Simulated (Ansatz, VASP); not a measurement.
**Two plane-wave programs on MgO**

INCAR

```
SYSTEM = MgO
  ALGO = Normal
  EDIFF = 1E-6
  ENCUT = 520
  GGA = PS
  ISIF = 2
  ISMEAR = 0
  LASPH = .True.
  LCHARG = .False.
  LREAL = .False.
  LWAVE = .False.
  NBANDS = 16
  NELM = 80
  PREC = Accurate
  SIGMA = 0.05
```

KPOINTS

```
k-points
0
Gamma
  9 9 6
  0 0 0
```

Contents of POSCAR:

```
MgO
1.0
    3.6606967558      0.0000000000      0.0000000000
   -1.8303483779      3.1702563861      0.0000000000
    0.0000000000      0.0000000000      4.0735901895
Mg O
2 2
Direct
    0.6666666667      0.3333333333      0.7500000000
    0.3333333333      0.6666666667      0.2500000000
    0.6666666667      0.3333333333      0.2500000000
    0.3333333333      0.6666666667      0.7500000000
```

Input for Ansatz:

```yaml
crystal:
  lattice:
    - [3.6606967558, 0.0, 0.0]
    - [-1.8303483779, 3.1702563861, 0.0]
    - [0.0, 0.0, 4.0735901895]
  atoms:
    - { symbol: Mg, position: [0.6666666667, 0.3333333333, 0.75] }
    - { symbol: Mg, position: [0.3333333333, 0.6666666667, 0.25] }
    - { symbol: O, position: [0.6666666667, 0.3333333333, 0.25] }
    - { symbol: O, position: [0.3333333333, 0.6666666667, 0.75] }
basis:
  ecutwfc: 420
kpoints:
  mp_grid: { grid: [9, 9, 6] }
hamiltonian:
  xc: pbesol
scf:
  occupations: { method: gaussian, width: 0.05 }
output:
  forces: true
  stress: true
  eigenvalues: true
```

Change from the starting cell: strain +0.050 along x and y, -0.025 along z, atoms carried along.

Alike in both runs: task single point; functional PBEsol; k mesh 9 × 9 × 6; occupations gaussian, width 0.05 eV; no spin polarisation.

|  | VASP | Ansatz |
| --- | --- | --- |
| version | VASP 6.6.1 | Ansatz 0.2.0 |
| potentials or method | VASP PAW PBE potentials, release 64 (Mg, O), cutoff 520 eV | scalar-relativistic, plane waves, PAW |
| valence electrons in the cell | 16 | 32 |

Ansatz gave:

| Property | Result |
| --- | --- |
| gap on the k mesh at the Fermi level (eV) | 3.09 |
| least direct gap on the mesh (eV) | 3.09 |
| pressure (GPa) | -5.6 |
| traceless stress, the component that is largest in VASP (GPa) | 6.86 |

Q: Estimate VASP's values.

A: gap on the k mesh at the Fermi level (eV): 3.08; least direct gap on the mesh (eV): 3.08; pressure (GPa): -6.0; traceless stress, the component that is largest in VASP (GPa): 6.85.

VASP's potentials were made for PBE, not for PBEsol. With one functional, cell and mesh, what is left measures potentials, basis and numerics. VASP's potentials hold 16 valence electrons a cell and Ansatz's 32, so a difference there can come from the potentials and not from the codes.
